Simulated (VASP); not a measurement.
# MnS (Fm-3m) in VASP: settings compared, part 3 of 3

VASP 6.6.1.

## (5) Single point, PBE+D3(BJ), collinear spin, ferromagnetic start

This run uses another cell than the first one, of 16.61 Å³/atom.

INCAR reads:

```
PREC     = Accurate       # precision mode
ENCUT    = 520            # plane-wave cutoff, eV
EDIFF    = 1E-6           # SCF threshold, eV
ISMEAR   = -1             # smearing method
SIGMA    = 0.05           # smearing width, eV
LREAL    = False          # projectors in reciprocal space
LASPH    = True           # aspherical terms in the spheres
NELM     = 150            # most SCF steps
ALGO     = Normal         # electronic algorithm
ISIF     = 2              # what is computed and relaxed
LWAVE    = False          # write WAVECAR
LCHARG   = False          # write CHGCAR
ISPIN    = 2              # spin polarisation
MAGMOM   = 4 0            # initial moments
LORBIT   = 11             # projections on sites
LMAXMIX  = 4              # l up to which the mixer works
GGA      = PE             # functional
IVDW     = 12             # dispersion correction
NBANDS   = 20             # bands
```

KPOINTS reads:

```
regular mesh
0
Gamma
  9 9 9
```

POSCAR reads:

```
MnS
1.0
    0.0000000000      2.5513320201      2.5513320201
    2.5513320201      0.0000000000      2.5513320201
    2.5513320201      2.5513320201      0.0000000000
Mn S
1 1
Direct
    0.0000000000      0.0000000000      0.0000000000
    0.5000000000      0.5000000000      0.5000000000
```

Potentials or basis: VASP PAW PBE potentials, release 64 (Mn_pv, S).

Run with:

```console
$ cat potpaw_PBE.64/Mn_pv/POTCAR potpaw_PBE.64/S/POTCAR > POTCAR
$ mpirun -np 1 vasp_std > vasp.out
```

OUTCAR:

```text
PREC = Accurate
   ENCUT = 520
   EDIFF = 1E-6
   ISMEAR = -1
   LREAL = False
   LASPH = True
   NELM = 150
   ISIF = 2
   ISPIN = 2
   LORBIT = 11
   GGA = PE
   IVDW = 12
 IVDW          = 12

 ion  position               nearest neighbor table
   1  0.000  0.000  0.000-   2 2.55   2 2.55   2 2.55   2 2.55   2 2.55   2 2.55
   2  0.500  0.500  0.500-   1 2.55   1 2.55   1 2.55   1 2.55   1 2.55   1 2.55

  LATTYP: Found a face centered cubic cell.
 ALAT       =     5.1026640402

  Lattice vectors:

 A1 = (   0.0000000000,   2.5513320201,   2.5513320201)
 A2 = (   2.5513320201,   0.0000000000,   2.5513320201)
 A3 = (   2.5513320201,   2.5513320201,   0.0000000000)

Analysis of symmetry for initial positions (statically):
=====================================================================
 Subroutine PRICEL returns:
 Original cell was already a primitive cell.

 Routine SETGRP: Setting up the symmetry group for a
[... 750 lines left out ...]
      3     -38.8763      1.00000
      4      -7.3876      1.00000
      5       5.5952      1.00000
      6       5.5952      1.00000
[... 541 lines left out ...]
     19      22.8189      0.00000
     20      22.8189      0.00000

 [... further k-points ...]

------------------------ aborting loop because EDIFF is reached ----------------------------------------

 Edisp (eV)   -0.87005

 E8    (eV) :    -0.3589

  FORCE on cell =-STRESS in cart. coord.  units (eV):
  Direction    XX          YY          ZZ          XY          YZ          ZX
  --------------------------------------------------------------------------------------
  -------------------------------------------------------------------------------------
  Total      -0.81244    -0.81244    -0.81244    -0.00000     0.00000    -0.00000
  in kB     -39.18950   -39.18950   -39.18950    -0.00000     0.00000    -0.00000
  external pressure =      -39.19 kB  Pullay stress =        0.00 kB

 VOLUME and BASIS-vectors are now :
 -----------------------------------------------------------------------------
  energy-cutoff  :      520.00
  volume of cell :       33.21
      direct lattice vectors                 reciprocal lattice vectors
     0.000000000  2.551332020  2.551332020    -0.195976061  0.195976061  0.195976061
     2.551332020  0.000000000  2.551332020     0.195976061 -0.195976061  0.195976061
     2.551332020  2.551332020  0.000000000     0.195976061  0.195976061 -0.195976061

 POSITION                                       TOTAL-FORCE (eV/Angst)
 -----------------------------------------------------------------------------------
      0.00000      0.00000      0.00000        -0.000000      0.000000     -0.000000
      2.55133      2.55133      2.55133         0.000000      0.000000      0.000000
 -----------------------------------------------------------------------------------
    total drift:                               -0.000000      0.000000      0.000000

  FREE ENERGIE OF THE ION-ELECTRON SYSTEM (eV)
  ---------------------------------------------------
  free  energy   TOTEN  =       -14.9559102469 eV

  energy  without entropy=      -14.9466921440  energy(sigma->0) =      -14.95130120

 total charge

# of ion       s       p       d       tot
------------------------------------------
    1        0.226   6.182   4.959  11.367
    2        1.328   2.412   0.000   3.740
--------------------------------------------------
tot          1.554   8.593   4.959  15.106

 magnetization (x)

# of ion       s       p       d       tot
------------------------------------------
    1        0.053   0.042   4.039   4.133
    2        0.027   0.065   0.000   0.092
--------------------------------------------------
tot          0.080   0.107   4.039   4.225
```

OSZICAR:

```text
N       E                     dE             d eps       ncg     rms          rms(c)
DAV:   1     0.157295476205E+03    0.15730E+03   -0.10217E+04  2808   0.989E+02
DAV:   2    -0.740036677266E+01   -0.16470E+03   -0.15488E+03  2940   0.289E+02
DAV:   3    -0.151350635794E+02   -0.77347E+01   -0.76383E+01  3248   0.681E+01
DAV:   4    -0.152267390304E+02   -0.91675E-01   -0.91612E-01  3136   0.753E+00
DAV:   5    -0.152280266704E+02   -0.12876E-02   -0.12876E-02  3168   0.940E-01    0.121E+01
DAV:   6    -0.142036748822E+02    0.10244E+01   -0.56042E+00  3120   0.285E+01    0.111E+01
DAV:   7    -0.140864411601E+02    0.11723E+00   -0.81009E-01  3068   0.125E+01    0.627E+00
DAV:   8    -0.140903891761E+02   -0.39480E-02   -0.30963E-02  3088   0.148E+00    0.356E+00
DAV:   9    -0.140827012264E+02    0.76879E-02   -0.18855E-02  3020   0.128E+00    0.627E-01
DAV:  10    -0.140859461411E+02   -0.32449E-02   -0.42788E-03  2984   0.578E-01    0.199E-01
DAV:  11    -0.140857935020E+02    0.15264E-03   -0.61948E-04  3100   0.165E-01    0.120E-01
DAV:  12    -0.140858321842E+02   -0.38682E-04   -0.12418E-04  3132   0.865E-02    0.821E-02
DAV:  13    -0.140858546121E+02   -0.22428E-04   -0.11349E-05  2972   0.334E-02    0.528E-02
DAV:  14    -0.140858623171E+02   -0.77050E-05   -0.49416E-06  2952   0.184E-02    0.938E-03
DAV:  15    -0.140858627817E+02   -0.46458E-06   -0.60393E-07  2236   0.715E-03
   1 F= -.14955910E+02 E0= -.14951301E+02  d E =-.921810E-02  mag=     4.5444
```

stdout:

```text
POSCAR found type information on POSCAR MnS
 POSCAR found :  2 types and       2 ions
 scaLAPACK will be used
 LDA part: xc-table for (Slater+PW92), standard interpolation
 POSCAR, INCAR and KPOINTS ok, starting setup
 FFT: planning ... GRIDC
 FFT: planning ... GRID_SOFT
 FFT: planning ... GRID
 WAVECAR not read
 entering main loop
```

Run time: 32 s. Hardware: 1 thread of Intel Xeon Platinum 8488C (Sapphire Rapids), shared host; peak memory 0.19 GiB.

Results:

```yaml
Free_energy: -14.9559 eV
Pressure: -3.9 GPa
Net_moment: 4.54 μB per cell
Site_moments: Mn +4.13; S +0.09 μB
Valence_electrons_inside_the_program's_atomic_spheres: Mn 11.37; S 3.74
Dispersion_energy_per_atom: -0.435 eV
```

Levels at points of the mesh, in eV from the Fermi level:
Spin up:
```tsv
k point	band 10	band 11	band 12	band 13	band 14	band 15
(0.00, 0.00, 0.00)	-1.98	-1.98	-1.98	2.16	8.70	8.70
```
Spin down:
| k point | band 3 | band 4 | band 5 | band 6 | band 7 | band 8 | band 9 | band 10 | band 11 | band 12 |
| --- | --- | --- | --- | --- | --- | --- | --- | --- | --- | --- |
| (0.00, 0.00, 0.00) | -46.25 | -14.76 | -1.78 | -1.78 | -1.78 | 0.11 | 0.11 | 0.11 | 0.18 | 0.18 |

Caveat: the cell stands under tension; a cell with one magnetic atom can't hold antiferromagnetic order, which such compounds often take; semilocal functionals often make such compounds metallic where correlation or magnetic order opens a gap, which also shifts bond lengths. With open d or f shells a metallic result of PBE can be an artefact of self-interaction; +U or a hybrid may open a gap.

## (6) Summary

| task | level | cell | cutoff (eV) | gap on the mesh (eV) | pressure (GPa) | moment (μB) |
| --- | --- | --- | --- | --- | --- | --- |
| single point | RPBE | a = 3.756 Å, angles 60.0°, 2 atoms | 520 | none | -2.6 | 4.87 |
| single point | PBE exchange alone | a = 3.756 Å, angles 60.0°, 2 atoms | 520 | none | 8.2 | 4.95 |
| relaxation of cell and atoms | BLYP+D4 | relaxed from a = 3.683 Å, angles 60.0°, 2 atoms | 600 | none | 0.0 | 4.01 |
| single point | PBE+D3(BJ) | a = 3.608 Å, angles 60.0°, 2 atoms | 520 | none | -3.9 | 4.54 |

Alike in all rows: potentials or basis VASP PAW PBE potentials, release 64 (Mn_pv, S); spin collinear, ferromagnetic start; k mesh 9 × 9 × 9; smearing fermi-dirac 0.05 eV.

Caveats: a cell with one magnetic atom can't hold antiferromagnetic order, which such compounds often take; semilocal functionals often make such compounds metallic where correlation or magnetic order opens a gap, which also shifts bond lengths; the PAW data sets were made with another functional, which shifts forces and pressure a little (at least some runs); the cell stands under pressure (at least some runs); the cell stands under tension (at least some runs).

Absolute energies hang on the potentials; compare differences alone.
